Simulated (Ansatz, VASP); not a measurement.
Two plane-wave programs on ScBiTe3S

```
Sc Bi Te S
1.0
     5.92523    0.00000    0.00000
     0.00000    5.92523    0.00000
     0.00000    0.00000    5.58054
Sc Bi Te S
1 1 3 1
Direct
  0.00000 0.00000 0.00000
  0.00000 0.00000 0.50000
  0.00000 0.50000 0.00000
  0.50000 0.00000 0.00000
  0.50000 0.50000 0.00000
  0.50000 0.50000 0.50000
```

Alike in both runs: functional PBE; k mesh 6 × 6 × 8; occupations gaussian, width 0.1 eV; no spin polarisation.

Ansatz relaxed the structure, and its values are those at the end. VASP's run is a single point on that final structure, the one shown.

|  | VASP | Ansatz |
| --- | --- | --- |
| version | VASP 6.6.1 | Ansatz 0.2.0 |
| potentials or method | VASP PAW PBE potentials, release 64 (Sc_sv, Bi_d, Te, S), cutoff 520 eV | scalar-relativistic, plane waves, PAW |
| valence electrons in the cell | 50 | 80 |

```csv
,VASP,Ansatz,Ansatz less VASP
gap on the k mesh at the Fermi level (eV),none,none,-
pressure (GPa),0.0,0.0,+0.02
```

A gap of «none» marks a metal or a gap that the smearing closes. VASP's potentials hold 50 valence electrons a cell and Ansatz's 80, so a difference there can come from the potentials and not from the codes.

Spin-orbit coupling is off throughout.
